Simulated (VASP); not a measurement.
The system is Mg2C.

```
C Mg
1.0
     0.00000    2.72985    2.72985
     2.72985    0.00000    2.72985
     2.72985    2.72985    0.00000
C Mg
1 2
Direct
  0.00000 0.00000 0.00000
  0.25000 0.25000 0.25000
  0.75000 0.75000 0.75000
```

```yaml
Program: VASP 6.6.1
Task: relaxation of cell and atoms
Functional: r2SCAN
Potentials_or_basis: VASP PAW PBE potentials, release 64 (C, Mg)
Cutoff: 600 eV
k_mesh: 8 × 8 × 8
Occupations: fermi-dirac, width 0.02 eV
Spin: no spin polarisation
```

At the start: pressure -2.4 GPa; volume 13.56 Å³/atom.

Problem. Where does the relaxation end?

Solution. Over 3 steps the energy falls by 2.7 meV/atom and the volume is 13.22 Å³/atom (-2.5 %); space group Fm-3m (No. 225, to 0.1 Å) before and after.

The path:
```tsv
step	energy change (eV)	largest force (eV/Å)	pressure (GPa)	volume (Å³)
1	0.0000	0.0000	-2.43	40.69
2	-0.0078	0.0000	0.45	39.48
3	-0.0080	0.0000	0.01	39.66
```

Final structure:
```xyz
3
Lattice="0.0000 2.7067 2.7067 2.7067 0.0000 2.7067 2.7067 2.7067 0.0000" Properties=species:S:1:pos:R:3 pbc="T T T"
C     0.0000    0.0000    0.0000
Mg    1.3533    1.3533    1.3533
Mg    4.0600    4.0600    4.0600
```

Caveat: the structure was generated, so it needn't be the stable form of Mg2C; the PAW data sets were made with another functional, which shifts forces and pressure a little.
